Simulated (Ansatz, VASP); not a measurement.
**Al in VASP and in Ansatz**

```
CELL_PARAMETERS angstrom
-1.59122 1.59122 1.59122
1.59122 -1.59122 1.59122
1.59122 1.59122 -1.59122
ATOMIC_POSITIONS crystal
Al 0.00000 0.00000 0.00000
```

Alike in both runs: task relaxation of cell and atoms; functional HSE06; k mesh 6 × 6 × 6; occupations fermi-dirac, width 0.05 eV; no spin polarisation.

|  | VASP | Ansatz |
| --- | --- | --- |
| version | VASP 6.6.1 | Ansatz 0.2.0 |
| potentials or method | VASP PAW PBE potentials, release 64 (Al) | Ansatz PAW |
| plane-wave cutoff (eV) | 600 | 420 |
| valence electrons in the cell | 3 | 3 |

VASP gave:

| Item | Value |
| --- | --- |
| gap on the k mesh at the Fermi level, each at its own relaxed structure (eV) | none |
| relaxed volume (Å³/atom) | 16.83 |
| relaxed length of the cell vector where the two differ most in proportion (Å) | 2.796 |

Problem. Estimate Ansatz's values.

Solution. gap on the k mesh at the Fermi level, each at its own relaxed structure (eV): none; relaxed volume (Å³/atom): 16.81; relaxed length of the cell vector where the two differ most in proportion (Å): 2.795.

A gap of «none» marks a metal or a gap that the smearing closes.

The k mesh is coarse, so the values compare programs but aren't converged. Noted on Ansatz's run: the plane-wave basis is chosen anew once the cell has moved, so the energies of steps on either side of that aren't comparable.
